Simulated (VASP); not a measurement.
Input of a VASP 6.6.1 run:

Contents of INCAR:

```
SYSTEM = HfSn3S8
PREC = Accurate
ENCUT = 520
EDIFF = 1E-6
ISMEAR = 0
SIGMA = 0.1
LREAL = .FALSE.
LASPH = .TRUE.
NELM = 100
ALGO = Normal
ISIF = 2
LWAVE = .FALSE.
LCHARG = .TRUE.
GGA = PE
LELF = .TRUE.
LVHAR = .TRUE.
NBANDS = 62
```

Contents of KPOINTS:

```
Automatic mesh
0
G
  2 3 3
  0 0 0
```

POSCAR

```
HfSn3S8
1.0
    0.0735466964     -0.0034931906      7.1267898006
    7.3999045724     -0.0001255513      0.0846027144
   -3.6997526749      6.4088889693     -0.0437155211
Hf Sn S
1 3 8
Direct
   -0.0028089799     -0.0000018707     -0.0000338489
    0.0009654742      0.4997802738      0.5001377129
    0.0008246293      0.4998174418     -0.0003142705
    0.0008557619      1.0003123770      0.5002062883
    0.2068231979      0.6658118648      0.8352020156
    0.2058937476      0.6624593686      0.3334791144
    0.2067767421      0.1607953057      0.8351749655
    0.2068104596      0.1607640700      0.3301498519
    0.7929685630      0.8383840178      0.6681623131
    0.7929630048      0.8384065126      0.1656547046
    0.7949668423      0.3375775794      0.6664906167
    0.7929605574      0.3358930591      0.1656905367
```

Potentials or basis: VASP PAW PBE potentials, release 64 (Hf_pv, Sn_d, S).

Command:

```bash
$ cat potpaw_PBE.64/Hf_pv/POTCAR potpaw_PBE.64/Sn_d/POTCAR potpaw_PBE.64/S/POTCAR > POTCAR
$ mpirun -np 1 vasp_std > vasp.out
```

Predict the band gap on the k mesh.

0.92 eV (least direct gap 0.97 eV).

What does it give for the largest force?

0.043 eV/Å.

What does it give for the pressure?

-0.2 GPa.

Forces in eV/Å, atoms in the order of the input:
```
Hf   0.002  0.000  0.006
Sn   0.002  0.000 -0.002
Sn   0.000  0.001  0.000
Sn   0.001 -0.002  0.000
S    0.027  0.015 -0.018
S    0.001  0.000 -0.002
S   -0.027  0.016 -0.020
S    0.000 -0.032 -0.019
S   -0.001  0.038  0.018
S    0.032 -0.018  0.018
S   -0.001  0.000  0.000
S   -0.034 -0.019  0.018
```

Caveat: the k points lie up to 0.44 Å⁻¹ apart; spin-orbit coupling is left out, which moves the levels of the heavy elements. A k mesh can miss the band edges.
